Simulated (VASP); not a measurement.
# NbAs in VASP: a series of runs

The runs below take NbAs through single point, with PBE.

Everything below comes from runs of VASP 6.6.1. Logs are shortened: lines on timing, memory, paths and dates and some standing lists are left out, and cuts for length are marked.

**1. The cell of the first run**

The structure is orthorhombic, space group Pmma (No. 51). Conventional cell: a = 4.550 Å, b = 3.228 Å, c = 4.544 Å, α = 90.00°, β = 90.00°, γ = 90.00°. Nb (site symmetry mm2) has 8 As at 2.79 Å and 6 Nb at 3.21 to 3.23 Å within 3.7 Å. Within 3.7 Å of As (site symmetry mm2) lie 8 Nb at 2.79 Å and 6 As at 3.21 to 3.23 Å.

**2. Single point, PBE**

File INCAR:

```
SYSTEM = NbAs
ALGO = Normal ; EDIFF = 1E-6
ENCUT = 500 ; GGA = PE
GGA_COMPAT = .False. ; ISIF = 2
ISMEAR = 0 ; LASPH = .True.
LCHARG = .True. ; LELF = .True.
LREAL = .False. ; LVHAR = .True.
LWAVE = .False. ; NBANDS = 26
NELM = 120 ; PREC = Accurate
SIGMA = 0.2
```

File KPOINTS:

```
k-points
0
Gamma
  4 6 4
  0 0 0
```

File POSCAR:

```
NbAs
1.0
    4.5495279535      0.0000000000      0.0000000000
    0.0000000000      3.2284161665      0.0000000000
    0.0000000000      0.0000000000      4.5443738473
Nb As
2 2
Direct
    0.2500000000      0.5000000000      0.7508201133
    0.7500000000      0.5000000000      0.2491798867
    0.2500000000      0.0000000000      0.2513748779
    0.7500000000      0.0000000000      0.7486251221
```

Potentials or basis: VASP PAW PBE potentials, release 64 (Nb_sv, As).

Command:

```console
> cat potpaw_PBE.64/Nb_sv/POTCAR potpaw_PBE.64/As/POTCAR > POTCAR
> mpirun -np 1 vasp_std > vasp.out
```

OUTCAR:

```text
SYSTEM = NbAs
   EDIFF = 1E-6
   ENCUT = 500
   GGA = PE
   ISIF = 2
   ISMEAR = 0
   LASPH = .True.
   LREAL = .False.
   NELM = 120
   PREC = Accurate

 ion  position               nearest neighbor table
   1  0.250  0.500  0.751-   3 2.79   3 2.79   3 2.79   3 2.79   4 2.79   4 2.79   4 2.79   4 2.79

   2  0.750  0.500  0.249-   4 2.79   4 2.79   4 2.79   4 2.79   3 2.79   3 2.79   3 2.79   3 2.79

   3  0.250  0.000  0.251-   1 2.79   1 2.79   1 2.79   1 2.79   2 2.79   2 2.79   2 2.79   2 2.79

   4  0.750  0.000  0.749-   2 2.79   2 2.79   2 2.79   2 2.79   1 2.79   1 2.79   1 2.79   1 2.79

  LATTYP: Found a simple orthorhombic cell.
 ALAT       =     3.2284161665
 B/A-ratio  =     1.4076171141
 C/A-ratio  =     1.4092135954

  Lattice vectors:

 A1 = (   0.0000000000,   3.2284161665,   0.0000000000)
 A2 = (   0.0000000000,   0.0000000000,   4.5443738473)
 A3 = (   4.5495279535,   0.0000000000,   0.0000000000)

Analysis of symmetry for initial positions (statically):
=====================================================================
 Subroutine PRICEL returns:
 Original cell was already a primitive cell.

 Routine SETGRP: Setting up the symmetry group for a
 simple orthorhombic supercell.

 Subroutine GETGRP returns: Found  8 space group operations
 (whereof  4 operations were pure point group operations)
 out of a pool of  8 trial point group operations.

The static configuration has the point symmetry C_2h.
 The point group associated with its full space group is D_2h.

Analysis of symmetry for dynamics (positions and initial velocities):
=====================================================================
 Subroutine PRICEL returns:
 Original cell was already a primitive cell.

 Routine SETGRP: Setting up the symmetry group for a
 simple orthorhombic supercell.

 Subroutine GETGRP returns: Found  8 space group operations
 (whereof  4 operations were pure point group operations)
 out of a pool of  8 trial point group operations.

The dynamic configuration has the point symmetry C_2h.
 The point group associated with its full space group is D_2h.

 Subroutine INISYM returns: Found  8 space group operations
 (whereof  4 operations are pure point group operations),
 and found     1 'primitive' translations

----------------------------------------------------------------------------------------

                                     Primitive cell

[... 88 lines left out ...]
   ISPIN  =      1    spin polarized calculation?
   LNONCOLLINEAR =      F non collinear calculations
   LSORBIT =      F    spin-orbit coupling
   LASPH  =      T    aspherical Exc in radial PAW
   ENCUT  =  500.0 eV  36.75 Ry    6.06 a.u.   8.29  5.89  8.29*2*pi/ulx,y,z
   NELM   =    120;   NELMIN=  2; NELMDL= -5     # of ELM steps
   EDIFF  = 0.1E-05   stopping-criterion for ELM
   LREAL  =      F    real-space projection
   EDIFFG = 0.1E-04   stopping-criterion for IOM
   NSW    =      0    number of steps for IOM
   IBRION =     -1    ionic relax: 0-MD 1-quasi-New 2-CG
   NFREE  =      0    steps in history (QN), initial steepest desc. (CG)
   ISIF   =      2    stress and relaxation
   ISYM   =      2    0-nonsym 1-usesym 2-fastsym
   POTIM  = 0.5000    time-step for ionic-motion
   TEBEG  =    0.0;   TEEND  =   0.0 temperature during run
   PSTRESS=    0.0 pullay stress
   NELECT =      36.0000    total number of electrons
   NUPDOWN=      -1.0000    fix difference up-down
   EMIN   =  10.00;   EMAX   =-10.00  energy-range for DOS
   EFERMI =   0.00;   METHOD = LEGACY
   ISMEAR =     0;   SIGMA  =   0.20  broadening in eV -4-tet -1-fermi 0-gaus
   EFERMI_NEDOS =   21; number of points for ismear=-14 and -15
   IALGO  =     38    algorithm
   IMIX   =      4    mixing-type and parameters
     AMIX     =   0.40;   BMIX     =  1.00
     AMIX_MAG =   1.60;   BMIX_MAG =  1.00
  volume/ion in A,a.u.               =      16.69       112.61
  Fermi-wavevector in a.u.,A,eV,Ry     =   1.332598  2.518244 24.161449  1.775816
  Thomas-Fermi vector in A             =   2.461520
   LORBIT       =      0    0 simple, 1 ext, 2 COOP (PROOUT), +10 PAW based schemes
   GGA     = PE    functional components
   LHFCALC =     F    Hartree Fock is set to
   AEXX    =    0.0000 exact exchange contribution
   IVDW    =     0    specifies the selected vdW correction
   LEPSILON=     F    determine dielectric tensor
   LRPA    =     F    only Hartree local field effects (RPA)
 non-spin polarized calculation
 Gauss-broadening in eV      SIGMA  =   0.20
  energy-cutoff  :      500.00
  volume of cell :       66.75
 maximum number of plane-waves:      1712
 NGX is ok and might be reduce to    36

 number of electron      36.0000001 magnetization

 Free energy of the ion-electron system (eV)
  ---------------------------------------------------
  ext. energy  EPLUGINS =         0.00000000
  ---------------------------------------------------
  free energy    TOTEN  =       -31.52009850 eV

  energy without entropy =      -31.47281005  energy(sigma->0) =      -31.49645428

 E-fermi :  10.5524     XC(G=0): -12.1416

 val. band max:       10.5441103281   @ k =   0.5000   0.5000   0.5000
 cond. band min:      10.5652376734   @ k =   0.5000   0.5000   0.5000
 fundamental gap:      0.0211273453
 Fermi energy:        10.5523779001

 k-point     1 :       0.0000    0.0000    0.0000
  band No.  band energies     occupation
      1     -44.7197      2.00000
      2     -44.6647      2.00000
      3     -20.9306      2.00000
      4     -20.9302      2.00000
      5     -20.6796      2.00000
      6     -20.6301      2.00000
[... 685 lines left out ...]
     25      15.2335      0.00000
     26      15.2340      0.00000

 [... further k-points ...]
[... 5 lines left out ...]
  --------------------------------------------------------------------------------------
  -------------------------------------------------------------------------------------
  Total       -0.1576770     -0.2949139     -0.0552639      0.0000000      0.0000000      0.0000000
  in kB       -3.7848520     -7.0790649     -1.3265458      0.0000000      0.0000000      0.0000000
  external PRESSURE =      -4.0634876 kB  Pullay stress =       0.0000000 kB

 VOLUME and BASIS-vectors are now :
 -----------------------------------------------------------------------------
  energy-cutoff  :      500.00
  volume of cell :       66.75
      direct lattice vectors                 reciprocal lattice vectors
     4.549527954  0.000000000  0.000000000     0.219803024  0.000000000  0.000000000
     0.000000000  3.228416167  0.000000000     0.000000000  0.309749409  0.000000000
     0.000000000  0.000000000  4.544373847     0.000000000  0.000000000  0.220052318

 POSITION                                       TOTAL-FORCE (eV/Angst)
 -----------------------------------------------------------------------------------
      1.13738      1.61421      3.41201        -0.000000      0.000000     -0.016510
      3.41215      1.61421      1.13237        -0.000000     -0.000000      0.016510
      1.13738      0.00000      1.14234         0.000000      0.000000     -0.031141
      3.41215      0.00000      3.40203        -0.000000      0.000000      0.031141
 -----------------------------------------------------------------------------------
    total drift:                                0.000000     -0.000000      0.000000

  FREE ENERGIE OF THE ION-ELECTRON SYSTEM (eV)
  ---------------------------------------------------
  free  energy   TOTEN  =       -31.5200985048 eV

  energy  without entropy=      -31.4728100471  energy(sigma->0) =      -31.49645428
```

OSZICAR:

```text
N       E                     dE             d eps       ncg     rms          rms(c)
DAV:   1     0.346901035749E+03    0.34690E+03   -0.18539E+04  1872   0.133E+03
DAV:   2    -0.434063088479E+01   -0.35124E+03   -0.34141E+03  2244   0.490E+02
DAV:   3    -0.317937235583E+02   -0.27453E+02   -0.26911E+02  3424   0.101E+02
DAV:   4    -0.333434755645E+02   -0.15498E+01   -0.15387E+01  2800   0.195E+01
DAV:   5    -0.334014753703E+02   -0.58000E-01   -0.57927E-01  3228   0.384E+00    0.104E+01
DAV:   6    -0.315472174375E+02    0.18543E+01   -0.66955E+00  2854   0.174E+01    0.300E+00
DAV:   7    -0.315306901711E+02    0.16527E-01   -0.43056E-01  2756   0.376E+00    0.190E+00
DAV:   8    -0.315196079332E+02    0.11082E-01   -0.65309E-02  2698   0.153E+00    0.364E-01
DAV:   9    -0.315199453239E+02   -0.33739E-03   -0.67559E-03  3262   0.541E-01    0.226E-01
DAV:  10    -0.315201130453E+02   -0.16772E-03   -0.11406E-03  2612   0.285E-01    0.202E-02
DAV:  11    -0.315201026369E+02    0.10408E-04   -0.57892E-05  2754   0.533E-02    0.154E-02
DAV:  12    -0.315200987949E+02    0.38420E-05   -0.52548E-06  2498   0.263E-02    0.480E-03
DAV:  13    -0.315200985048E+02    0.29005E-06   -0.19927E-07  1336   0.440E-03
   1 F= -.31520099E+02 E0= -.31496454E+02  d E =-.472885E-01
```

Run time: 44 s. Hardware: 1 thread of Intel Xeon 6975P-C, shared host; peak memory 0.2 GiB.

What came out:

- Free energy: -31.5201 eV
- Pressure: -0.4 GPa
- Largest force: 0.031 eV/Å
- Band gap on the k mesh: zero (band 18 reaches 12.54 eV, above the bottom of band 19 at 10.39 eV)

Forces in eV/Å, atoms in the order of the input:
```
Nb   0.000  0.000 -0.017
Nb   0.000  0.000  0.017
As   0.000  0.000 -0.031
As   0.000  0.000  0.031
```

Levels at points of the mesh, in eV from the Fermi level:
```tsv
k point	band 14	band 15	band 16	band 17	band 18	band 19	band 20	band 21	band 22	band 23
(0.00, 0.00, 0.00)	-2.79	-2.45	-0.05	-0.05	0.26	0.33	0.33	1.64	1.65	1.71
(0.50, 0.00, 0.00)	-3.75	-1.30	-1.30	-1.25	-1.25	0.71	0.71	1.78	1.78	2.41
(0.00, 0.50, 0.00)	-6.02	-2.18	-2.16	-1.91	1.99	3.07	3.39	3.47	3.55	3.63
(0.50, 0.50, 0.00)	-4.57	-1.52	-1.52	-0.47	-0.47	-0.15	-0.15	0.89	0.89	3.41
(0.00, 0.00, 0.50)	-3.73	-1.30	-1.29	-1.27	-1.25	0.71	0.72	1.76	1.81	2.39
(0.50, 0.00, 0.50)	-2.22	-2.14	-2.14	-1.93	-1.93	1.94	1.94	3.18	3.18	5.85
(0.00, 0.50, 0.50)	-4.56	-1.53	-1.52	-0.48	-0.48	-0.16	-0.13	0.88	0.92	3.41
(0.50, 0.50, 0.50)	-4.36	-2.40	-2.40	-0.01	-0.01	0.01	0.01	1.98	1.98	2.12
```

**3. Single point, PBE**

This run uses another cell than the first one: it holds 2 atoms, not 4.

File INCAR:

```
SYSTEM = NbAs
ALGO     = Normal         ! electronic algorithm
EDIFF    = 1E-6           ! SCF threshold, eV
ENCUT    = 500            ! plane-wave cutoff, eV
GGA      = PE             ! functional
GGA_COMPAT= .FALSE.      
ISIF     = 2              ! what is computed and relaxed
ISMEAR   = 0              ! smearing method
LASPH    = .TRUE.         ! aspherical terms in the spheres
LCHARG   = .FALSE.        ! write CHGCAR
LREAL    = .FALSE.        ! projectors in reciprocal space
LWAVE    = .FALSE.        ! write WAVECAR
NBANDS   = 16             ! bands
NELM     = 120            ! most SCF steps
PREC     = Accurate       ! precision mode
SIGMA    = 0.2            ! smearing width, eV
```

File KPOINTS:

```
k-points
0
G
  5 5 5
  0 0 0
```

File POSCAR:

```
NbAs
1.0
    3.2130865337      0.0000000000      0.0000000000
    0.0000000000      3.2130865337      0.0000000000
    0.0000000000      0.0000000000      3.2130865337
Nb As
1 1
Direct
    0.0000000000      0.0000000000      0.0000000000
    0.5000000000      0.5000000000      0.5000000000
```

Potentials or basis: VASP PAW PBE potentials, release 64 (Nb_sv, As).

Command:

```console
> cat potpaw_PBE.64/Nb_sv/POTCAR potpaw_PBE.64/As/POTCAR > POTCAR
> mpirun -np 1 vasp_std > vasp.out
```

OUTCAR:

```text
SYSTEM = NbAs
   EDIFF = 1E-6
   ENCUT = 500
   GGA = PE
   ISIF = 2
   ISMEAR = 0
   LASPH = .TRUE.
   LREAL = .FALSE.
   NELM = 120
   PREC = Accurate

 ion  position               nearest neighbor table
   1  0.000  0.000  0.000-   2 2.78   2 2.78   2 2.78   2 2.78   2 2.78   2 2.78   2 2.78   2 2.78

   2  0.500  0.500  0.500-   1 2.78   1 2.78   1 2.78   1 2.78   1 2.78   1 2.78   1 2.78   1 2.78

  LATTYP: Found a simple cubic cell.
 ALAT       =     3.2130865337

  Lattice vectors:

[... 361 lines left out ...]
------------------------ aborting loop because EDIFF is reached ----------------------------------------

  FORCE on cell =-STRESS in cart. coord.  units (eV):
  Direction    XX          YY          ZZ          XY          YZ          ZX
  --------------------------------------------------------------------------------------
  -------------------------------------------------------------------------------------
  Total        0.0041967      0.0041967      0.0041967     -0.0000000      0.0000000     -0.0000000
  in kB        0.2026972      0.2026972      0.2026972     -0.0000000      0.0000000     -0.0000000
  external PRESSURE =       0.2026972 kB  Pullay stress =       0.0000000 kB

 VOLUME and BASIS-vectors are now :
 -----------------------------------------------------------------------------
  energy-cutoff  :      500.00
  volume of cell :       33.17
      direct lattice vectors                 reciprocal lattice vectors
     3.213086534  0.000000000  0.000000000     0.311227223  0.000000000  0.000000000
     0.000000000  3.213086534  0.000000000     0.000000000  0.311227223  0.000000000
     0.000000000  0.000000000  3.213086534     0.000000000  0.000000000  0.311227223

 POSITION                                       TOTAL-FORCE (eV/Angst)
 -----------------------------------------------------------------------------------
      0.00000      0.00000      0.00000         0.000000      0.000000      0.000000
      1.60654      1.60654      1.60654         0.000000      0.000000      0.000000
 -----------------------------------------------------------------------------------
    total drift:                                0.000000      0.000000      0.000000

  FREE ENERGIE OF THE ION-ELECTRON SYSTEM (eV)
  ---------------------------------------------------
  free  energy   TOTEN  =       -15.8334554491 eV

  energy  without entropy=      -15.8243598051  energy(sigma->0) =      -15.82890763
```

OSZICAR:

```text
N       E                     dE             d eps       ncg     rms          rms(c)
DAV:   1     0.136751602939E+03    0.13675E+03   -0.92401E+03   320   0.107E+03
DAV:   2    -0.104756613694E+02   -0.14723E+03   -0.14232E+03   384   0.352E+02
DAV:   3    -0.164936734393E+02   -0.60180E+01   -0.58926E+01   472   0.600E+01
DAV:   4    -0.167373983904E+02   -0.24372E+00   -0.24263E+00   432   0.114E+01
DAV:   5    -0.167427318296E+02   -0.53334E-02   -0.53331E-02   440   0.167E+00    0.742E+00
DAV:   6    -0.158537339983E+02    0.88900E+00   -0.23071E+00   464   0.140E+01    0.226E+00
DAV:   7    -0.158401130982E+02    0.13621E-01   -0.11891E-01   384   0.264E+00    0.136E+00
DAV:   8    -0.158335075169E+02    0.66056E-02   -0.31808E-02   464   0.128E+00    0.256E-01
DAV:   9    -0.158335023251E+02    0.51919E-05   -0.36803E-03   456   0.430E-01    0.136E-01
DAV:  10    -0.158334648087E+02    0.37516E-04   -0.58559E-04   416   0.241E-01    0.148E-02
DAV:  11    -0.158334565467E+02    0.82620E-05   -0.35685E-05   408   0.545E-02    0.194E-02
DAV:  12    -0.158334551530E+02    0.13937E-05   -0.22752E-06   320   0.202E-02    0.608E-03
DAV:  13    -0.158334554491E+02   -0.29615E-06   -0.27100E-07   184   0.741E-03
   1 F= -.15833455E+02 E0= -.15828908E+02  d E =-.909564E-02
```

stdout:

```text
POSCAR found type information on POSCAR NbAs
 POSCAR found :  2 types and       2 ions
 scaLAPACK will be used
 LDA part: xc-table for (Slater+PW92), standard interpolation
 POSCAR, INCAR and KPOINTS ok, starting setup
 FFT: planning ... GRIDC
 FFT: planning ... GRID_SOFT
 FFT: planning ... GRID
 WAVECAR not read
 entering main loop
```

Run time: 13 s. Hardware: 1 thread of Intel Xeon 8259CL, shared host; peak memory 0.13 GiB.

What came out:

| Quantity | Value |
| --- | --- |
| Free energy | -15.8335 eV |
| Pressure | 0.0 GPa |
| Band gap on the k mesh | zero (band 9 reaches 12.05 eV, above the bottom of band 10 at 10.18 eV) |

Levels at points of the mesh, in eV from the Fermi level:
```tsv
k point	band 6	band 7	band 8	band 9	band 10	band 11	band 12	band 13
(0.00, 0.00, 0.00)	-2.78	-2.78	0.35	0.35	0.35	1.74	1.74	1.74
```

Caveat: the k points lie up to 0.39 Å⁻¹ apart.

**4. Single point, PBE**

This run uses another cell than the first one: it holds 2 atoms, not 4.

File INCAR:

```
SYSTEM = NbAs
ALGO = Normal ; EDIFF = 1E-6
ENCUT = 500 ; GGA = PE
GGA_COMPAT = .False. ; ISIF = 2
ISMEAR = 0 ; LASPH = .True.
LCHARG = .False. ; LREAL = .False.
LWAVE = .False. ; NBANDS = 16
NELM = 120 ; PREC = Accurate
SIGMA = 0.2
```

File KPOINTS:

```
k-points
0
Gamma
  6 6 6
  0 0 0
```

File POSCAR:

```
NbAs
1.0
    3.2146022836      0.0000000000      0.0000000000
    0.0000000000      3.2146022836      0.0000000000
    0.0000000000      0.0000000000      3.2146022836
Nb As
1 1
Direct
    0.5000000000      0.5000000000      0.5000000000
    0.0000000000      0.0000000000      0.0000000000
```

Command:

```console
> cat potpaw_PBE.64/Nb_sv/POTCAR potpaw_PBE.64/As/POTCAR > POTCAR
> mpirun -np 1 vasp_std > vasp.out
```

It took 18 s on 1 thread of Intel Xeon 8259CL, shared host; peak memory 0.14 GiB.

It converged, with:

```
Free energy            : -15.7476 eV
Pressure               : 0.7 GPa
Band gap on the k mesh : zero (band 9 reaches 14.06 eV, above the bottom of band 10 at 10.21 eV)
```

Levels at points of the mesh, in eV from the Fermi level:
```
           k point  band 6  band 7  band 8  band 9  band 10  band 11  band 12  band 13
(0.00, 0.00, 0.00)   -3.01   -3.01    0.16    0.16     0.16     1.49     1.49     1.49
(0.50, 0.00, 0.00)   -7.46   -2.36   -2.36   -2.12     1.78     2.98     5.68     6.23
(0.50, 0.50, 0.00)   -4.56   -4.56   -2.61   -0.20    -0.20     1.82     1.97     3.14
(0.50, 0.50, 0.50)   -6.25   -6.25   -6.25    3.27     3.27     3.45     3.45     3.45
```

**5. Overview**

| cell | k mesh | gap on the mesh (eV) | pressure (GPa) |
| --- | --- | --- | --- |
| a = 4.550, b = 3.228, c = 4.544 Å, 4 atoms | 4 × 6 × 4 | none | -0.4 |
| a = 3.213 Å, 2 atoms | 5 × 5 × 5 | none | 0.0 |
| a = 3.215 Å, 2 atoms | 6 × 6 × 6 | none | 0.7 |

Alike in all rows: task single point; level PBE; potentials or basis VASP PAW PBE potentials, release 64 (Nb_sv, As); no spin polarisation; cutoff (eV) 500; smearing gaussian 0.2 eV.

Caveats: some runs use coarse meshes.

Total energies depend on the potentials used, so only differences within one code and one set of settings carry meaning.
